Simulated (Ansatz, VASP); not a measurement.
# One calculation of Mo, two programs

```
CELL_PARAMETERS angstrom
2.75612 0.00000 0.00000
-1.37806 2.38687 0.00000
0.00000 0.00000 7.34973
ATOMIC_POSITIONS crystal
Mo 0.00000 0.00000 0.00000
Mo 0.33333 0.66667 0.33333
Mo 0.66667 0.33333 0.66667
```

Alike in both runs: task relaxation of cell and atoms; functional PBE; k mesh 18 × 18 × 7; occupations gaussian, width 0.1 eV; no spin polarisation.

|  | VASP | Ansatz |
| --- | --- | --- |
| version | VASP 6.6.1 | Ansatz 0.2.0 |
| potentials or method | VASP PAW PBE potentials, release 64 (Mo_sv), cutoff 600 eV | scalar-relativistic, plane waves, PAW |
| valence electrons in the cell | 42 | 42 |

Ansatz gave:

- gap on the k mesh at the Fermi level, each at its own relaxed structure (eV): none
- relaxed volume (Å³/atom): 16.07
- relaxed cell length with the largest relative difference (Å): 2.786

Problem. What did VASP give for the same quantities?

Solution. gap on the k mesh at the Fermi level, each at its own relaxed structure (eV): none; relaxed volume (Å³/atom): 16.09; relaxed cell length with the largest relative difference (Å): 2.787.

A gap of «none» marks a metal or a gap that the smearing closes.
